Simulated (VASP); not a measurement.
Here is a VASP 6.6.1 calculation.

The input INCAR:

```
SYSTEM = TiN
PREC = Accurate
ENCUT = 520
EDIFF = 1E-7
ISMEAR = 0
SIGMA = 0.15
LREAL = .FALSE.
LASPH = .TRUE.
NELM = 60
ALGO = Normal
ISIF = 2
LWAVE = .FALSE.
LCHARG = .FALSE.
GGA = PS
NBANDS = 16
```

KPOINTS

```
regular mesh
0
G
  20 20 20
  0 0 0
```

File POSCAR:

```
TiN
1.0
    0.0000000000      2.1565869739      2.1565869739
    2.1565869739      0.0000000000      2.1565869739
    2.1565869739      2.1565869739      0.0000000000
Ti N
1 1
Direct
    0.0000000000      0.0000000000      0.0000000000
    0.5000000000      0.5000000000      0.5000000000
```

Potentials or basis: VASP PAW PBE potentials, release 64 (Ti_sv, N).

The run is started by

```sh
$ cat potpaw_PBE.64/Ti_sv/POTCAR potpaw_PBE.64/N/POTCAR > POTCAR
$ mpirun -np 1 vasp_std > vasp.out
```

(1) What does it give for the pressure?

Results:

(1) -19.2 GPa.

Caveat: the PAW data sets were made with another functional, which shifts forces and pressure a little.
